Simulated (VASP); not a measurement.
# H10CO6 in VASP: further runs

The runs below take H10CO6 through single point, with LDA.

All numbers are computed with VASP 6.6.1; they aren't measurements. Logs are shortened: lines on timing, memory, paths and dates and some standing lists are left out, and cuts for length are marked.

**1. The cell of the first run**

The cell holds a disordered packing, 17 atoms: a = 5.677 Å, b = 5.677 Å, c = 5.677 Å, α = 90.00°, β = 90.00°, γ = 90.00°.

**2. Single point, LDA**

The input, INCAR:

```
SYSTEM = H10CO6
ALGO = Normal
EDIFF = 1E-6
ENCUT = 520
GGA = CA
GGA_COMPAT = .False.
ISIF = 2
ISMEAR = -1
LASPH = .True.
LCHARG = .False.
LREAL = .False.
LWAVE = .False.
NBANDS = 39
NELM = 120
PREC = Accurate
SIGMA = 0.05
```

The input, KPOINTS:

```
k-points
0
Gamma
  1 1 1
  0 0 0
```

The input, POSCAR:

```
H10CO6
1.0
    5.6774110000      0.0000000000      0.0000000000
    0.0000000000      5.6774110000      0.0000000000
    0.0000000000      0.0000000000      5.6774110000
O H C
6 10 1
Direct
    0.9840048571      0.3772318051      0.3934716018
    0.3969414932      0.1965684711      0.1287558713
    0.5026939216      0.4182716383      0.6932913612
    0.1094865248      0.6694600761      0.7332039199
    0.7397209749      0.7178448064      0.3242146817
    1.0570663283      0.8679132090      0.1396235009
    1.0055639798      0.4531819169      0.5501099004
    1.1373846283      0.3793454446      0.3170635348
    0.4051494599      0.2528441221     -0.0427131310
    0.2724833555      0.0754040882      0.1231899540
    0.5318621463      0.3180675135      0.5583883217
    0.3645323546      0.5224212233      0.6471787933
    0.0803359137      0.7254891358      0.8998291651
    0.0539506476      0.7926852574      0.6264298991
    0.8334256583      0.5518360393      0.3315948062
    0.7450226873      1.0474668824      0.1885014138
    0.8524660272      0.8807007278      0.2088980347
```

Potentials or basis: VASP PAW LDA potentials, release 64 (O, H, C).

Run with:

```
$ cat potpaw_LDA.64/O/POTCAR potpaw_LDA.64/H/POTCAR potpaw_LDA.64/C/POTCAR > POTCAR
$ mpirun -np 1 vasp_gam > vasp.out
```

OUTCAR:

```text
SYSTEM = H10CO6
   EDIFF = 1E-6
   ENCUT = 520
   GGA = CA
   ISIF = 2
   ISMEAR = -1
   LASPH = .True.
   LREAL = .False.
   NELM = 120
   PREC = Accurate

 ion  position               nearest neighbor table
   1  0.984  0.377  0.393-   8 0.97   7 1.00  15 1.36
   2  0.397  0.197  0.129-  10 0.99   9 1.03
   3  0.503  0.418  0.693-  11 0.97  12 1.02
   4  0.109  0.669  0.733-  14 0.98  13 1.01
   5  0.740  0.718  0.324-  15 1.08  17 1.30
   6  0.057  0.868  0.140-  17 1.23
   7  0.006  0.453  0.550-   1 1.00
   8  0.137  0.379  0.317-   1 0.97
   9  0.405  0.253  0.957-   2 1.03
  10  0.272  0.075  0.123-   2 0.99
  11  0.532  0.318  0.558-   3 0.97
  12  0.365  0.522  0.647-   3 1.02
  13  0.080  0.725  0.900-   4 1.01
  14  0.054  0.793  0.626-   4 0.98
  15  0.833  0.552  0.332-   5 1.08   1 1.36
  16  0.745  0.047  0.189-  17 1.13
  17  0.852  0.881  0.209-  16 1.13   6 1.23   5 1.30

  LATTYP: Found a simple cubic cell.
 ALAT       =     5.6774110000

  Lattice vectors:

 A1 = (   5.6774110000,   0.0000000000,   0.0000000000)
 A2 = (   0.0000000000,   5.6774110000,   0.0000000000)
 A3 = (   0.0000000000,   0.0000000000,   5.6774110000)

Analysis of symmetry for initial positions (statically):
=====================================================================
 Subroutine PRICEL returns:
 Original cell was already a primitive cell.

 Routine SETGRP: Setting up the symmetry group for a
 simple cubic supercell.

 Subroutine GETGRP returns: Found  1 space group operations
 (whereof  1 operations were pure point group operations)
 out of a pool of 48 trial point group operations.

The static configuration has the point symmetry C_1 .

Analysis of symmetry for dynamics (positions and initial velocities):
=====================================================================
 Subroutine PRICEL returns:
 Original cell was already a primitive cell.

 Routine SETGRP: Setting up the symmetry group for a
 simple cubic supercell.

 Subroutine GETGRP returns: Found  1 space group operations
 (whereof  1 operations were pure point group operations)
 out of a pool of 48 trial point group operations.

The dynamic configuration has the point symmetry C_1 .

 Subroutine INISYM returns: Found  1 space group operations
 (whereof  1 operations are pure point group operations),
 and found     1 'primitive' translations

----------------------------------------------------------------------------------------

[... 103 lines left out ...]
   NFREE  =      0    steps in history (QN), initial steepest desc. (CG)
   ISIF   =      2    stress and relaxation
   ISYM   =      2    0-nonsym 1-usesym 2-fastsym
   POTIM  = 0.5000    time-step for ionic-motion
   TEBEG  =    0.0;   TEEND  =   0.0 temperature during run
   PSTRESS=    0.0 pullay stress
   NELECT =      50.0000    total number of electrons
   NUPDOWN=      -1.0000    fix difference up-down
   EMIN   =  10.00;   EMAX   =-10.00  energy-range for DOS
   EFERMI =   0.00;   METHOD = LEGACY
   ISMEAR =    -1;   SIGMA  =   0.05  broadening in eV -4-tet -1-fermi 0-gaus
   EFERMI_NEDOS =   21; number of points for ismear=-14 and -15
   IALGO  =     38    algorithm
   IMIX   =      4    mixing-type and parameters
     AMIX     =   0.40;   BMIX     =  1.00
     AMIX_MAG =   1.60;   BMIX_MAG =  1.00
  volume/ion in A,a.u.               =      10.76        72.64
  Fermi-wavevector in a.u.,A,eV,Ry     =   1.062302  2.007459 15.353966  1.128485
  Thomas-Fermi vector in A             =   2.197748
   LORBIT       =      0    0 simple, 1 ext, 2 COOP (PROOUT), +10 PAW based schemes
   GGA     = CA    functional components
   LHFCALC =     F    Hartree Fock is set to
   AEXX    =    0.0000 exact exchange contribution
   IVDW    =     0    specifies the selected vdW correction
   LEPSILON=     F    determine dielectric tensor
   LRPA    =     F    only Hartree local field effects (RPA)
 non-spin polarized calculation
  energy-cutoff  :      520.00
  volume of cell :      183.00
 maximum number of plane-waves:      2473
 NGX is ok and might be reduce to    42
   NGX = 21   NGY = 21   NGZ = 21

 number of electron      49.9999997 magnetization

 Free energy of the ion-electron system (eV)
  ---------------------------------------------------
  ext. energy  EPLUGINS =         0.00000000
  ---------------------------------------------------
  free energy    TOTEN  =       -94.49640108 eV

  energy without entropy =      -94.49640108  energy(sigma->0) =      -94.49640108

 E-fermi :  -2.1727     XC(G=0):  -7.3388

 val. band max:       -3.4676059777   @ k =   0.0000   0.0000   0.0000
 cond. band min:       1.3157971548   @ k =   0.0000   0.0000   0.0000
 fundamental gap:      4.7834031326
 Fermi energy:        -2.1726933841

 k-point     1 :       0.0000    0.0000    0.0000
  band No.  band energies     occupation
      1     -24.6192      2.00000
      2     -22.8217      2.00000
      3     -22.4360      2.00000
      4     -21.9373      2.00000
      5     -21.3148      2.00000
      6     -20.8054      2.00000
[... 29 lines left out ...]
     36       7.9882      0.00000
     37       8.2238      0.00000
 [bands above 37 left out]

------------------------ aborting loop because EDIFF is reached ----------------------------------------

  FORCE on cell =-STRESS in cart. coord.  units (eV):
  Direction    XX          YY          ZZ          XY          YZ          ZX
  --------------------------------------------------------------------------------------
  -------------------------------------------------------------------------------------
  Total       -0.2531108      0.2031691     -1.9773484     -0.6184186      0.6888940     -0.1709053
  in kB       -2.2160030      1.7787596    -17.3118220     -5.4142978      6.0313149     -1.4962876
  external PRESSURE =      -5.9163551 kB  Pullay stress =       0.0000000 kB

 VOLUME and BASIS-vectors are now :
 -----------------------------------------------------------------------------
  energy-cutoff  :      520.00
  volume of cell :      183.00
      direct lattice vectors                 reciprocal lattice vectors
     5.677411000  0.000000000  0.000000000     0.176136623  0.000000000  0.000000000
     0.000000000  5.677411000  0.000000000     0.000000000  0.176136623  0.000000000
     0.000000000  0.000000000  5.677411000     0.000000000  0.000000000  0.176136623

 POSITION                                       TOTAL-FORCE (eV/Angst)
 -----------------------------------------------------------------------------------
      5.58660      2.14170      2.23390        -0.933191     -0.462262      0.336330
      2.25360      1.11600      0.73100        -0.172268      0.757721     -1.009124
      2.85400      2.37470      3.93610        -0.891720      0.397315      0.157264
      0.62160      3.80080      4.16270        -0.093211     -0.189224     -0.269767
      4.19970      4.07550      1.84070        -0.102748      0.777508     -0.757010
      0.32399      4.92750      0.79270         0.616645     -0.544833     -0.631621
[... 9 lines left out ...]
      4.22980      0.26949      1.07020         0.068078     -0.347032     -0.006693
      4.83980      5.00010      1.18600        -1.533156      0.441467      1.126777
 -----------------------------------------------------------------------------------
    total drift:                                0.000751      0.001028      0.000262

  FREE ENERGIE OF THE ION-ELECTRON SYSTEM (eV)
  ---------------------------------------------------
  free  energy   TOTEN  =       -94.4964010780 eV

  energy  without entropy=      -94.4964010780  energy(sigma->0) =      -94.49640108
```

stdout:

```text
POSCAR found type information on POSCAR O H C
 POSCAR found :  3 types and      17 ions
 scaLAPACK will be used
 -----------------------------------------------------------------------------
|                                                                             |
|                                                                             |
|     You have a (more or less) 'large supercell' and for larger cells it     |
|     might be more efficient to use real-space projection operators.         |
|     Therefore, try LREAL= Auto in the INCAR file.                           |
|     Mind: For very accurate calculation, you might also keep the            |
|     reciprocal projection scheme (i.e. LREAL=.FALSE.).                      |
|                                                                             |
 -----------------------------------------------------------------------------

 LDA part: xc-table for (Slater(with rela. corr.)+CA(PZ))
 , standard interpolation
 POSCAR, INCAR and KPOINTS ok, starting setup
 FFT: planning ... GRIDC
 FFT: planning ... GRID_SOFT
 FFT: planning ... GRID
 WAVECAR not read
 entering main loop
```

It took 7.2 s on 1 thread of AMD EPYC 7R43 (Zen 3), shared host; peak memory 0.15 GiB.

Results:

```
Free energy   : -94.4964 eV
Pressure      : -0.6 GPa
Largest force : 1.953 eV/Å
```

Forces on the atoms (eV/Å):
```
O   -0.933 -0.462  0.336
O   -0.172  0.758 -1.009
O   -0.892  0.397  0.157
O   -0.093 -0.189 -0.270
O   -0.103  0.778 -0.757
O    0.617 -0.545 -0.632
H    0.312  0.003  0.714
H    0.968 -0.253 -0.815
H    0.385  0.135  0.957
H   -0.179 -0.366  0.203
H    0.149 -0.292 -0.522
H    0.742 -0.325  0.745
H    0.308 -0.065 -0.205
H   -0.032  0.174  0.089
H    0.389  0.158 -0.114
H    0.068 -0.347 -0.007
C   -1.533  0.441  1.127
```

Stress tensor (GPa, compression positive):
```
-0.22 -0.54 -0.15
-0.54  0.18  0.60
-0.15  0.60 -1.73
```

Caveat: the k points lie up to 1.11 Å⁻¹ apart.

**3. Single point, LDA**

The input, INCAR:

```
  ALGO = Normal
  EDIFF = 1E-6
  ENCUT = 520
  GGA = CA
  GGA_COMPAT = F
  ISIF = 2
  ISMEAR = -1
  LASPH = T
  LCHARG = F
  LREAL = F
  LWAVE = F
  NBANDS = 39
  NELM = 120
  PREC = Accurate
  SIGMA = 0.05
```

The input, KPOINTS:

```
k-points
0
Gamma
  1 1 1
```

The input, POSCAR:

```
H10CO6
1.0
    5.6774110000      0.0000000000      0.0000000000
    0.0000000000      5.6774110000      0.0000000000
    0.0000000000      0.0000000000      5.6774110000
O H C
6 10 1
Direct
    1.0292367419      0.3866375008      0.3648141732
    0.3689357702      0.2010951823      0.1443263488
    0.4952961834      0.3881875031      0.7195885589
    0.1322609901      0.6644225687      0.7352471047
    0.7700869287      0.7104822955      0.3120260274
    1.0660316824      0.8613433130      0.1201251768
    1.0860408028      0.4527239617      0.5172075793
    1.1813483294      0.3250601374      0.2646981168
    0.4258807404      0.2538657145     -0.0208898035
    0.2912242922      0.0427483584      0.1333530372
    0.6044656623      0.3725113436      0.5947429207
    0.4069988944      0.5359485160      0.6996322796
    0.0595341785      0.6920231775      0.8996001875
    0.0364602809      0.7510465598      0.6264827401
    0.8929422231      0.5380445418      0.3181203545
    0.7792108058      1.0483123381      0.1846264081
    0.8705904857      0.8778649282      0.2078940559
```

Potentials or basis: VASP PAW LDA potentials, release 64 (O, H, C).

Run with:

```
$ cat potpaw_LDA.64/O/POTCAR potpaw_LDA.64/H/POTCAR potpaw_LDA.64/C/POTCAR > POTCAR
$ mpirun -np 1 vasp_gam > vasp.out
```

Run time: 7.2 s. Hardware: 1 thread of AMD EPYC 7R43 (Zen 3), shared host; peak memory 0.16 GiB.

It converged, with:

| Quantity | Value |
| --- | --- |
| Free energy | -94.6106 eV |
| Pressure | 1.3 GPa |
| Largest force | 2.230 eV/Å |

Forces on the atoms (eV/Å):
```
O    0.284 -0.503  0.042
O    0.354  0.490 -0.632
O   -0.680 -0.178  1.396
O   -0.113 -0.818  0.849
O   -1.323 -0.286  0.781
O    1.959 -0.384 -0.993
H    0.299 -0.307  0.502
H   -0.203  0.104 -0.209
H   -0.482 -0.188  0.833
H   -0.109  0.279 -0.302
H    1.031 -0.211 -1.163
H   -0.391  0.201  0.080
H    1.048  0.090 -0.786
H   -0.571  0.861 -0.613
H    0.429 -0.064 -0.337
H   -0.608  0.265  0.429
C   -0.925  0.649  0.124
```

Stress tensor (GPa, compression positive):
```
 1.95 -1.00 -0.62
-1.00  1.97 -0.10
-0.62 -0.10 -0.14
```

Levels at points of the mesh, in eV from the Fermi level:
| k point | band 23 | band 24 | band 25 | band 26 | band 27 | band 28 |
| --- | --- | --- | --- | --- | --- | --- |
| (0.00, 0.00, 0.00) | -1.96 | -1.79 | -1.20 | 3.77 | 4.00 | 6.87 |

Caveat: the k points lie up to 1.11 Å⁻¹ apart.

[end of part 1 of 2]
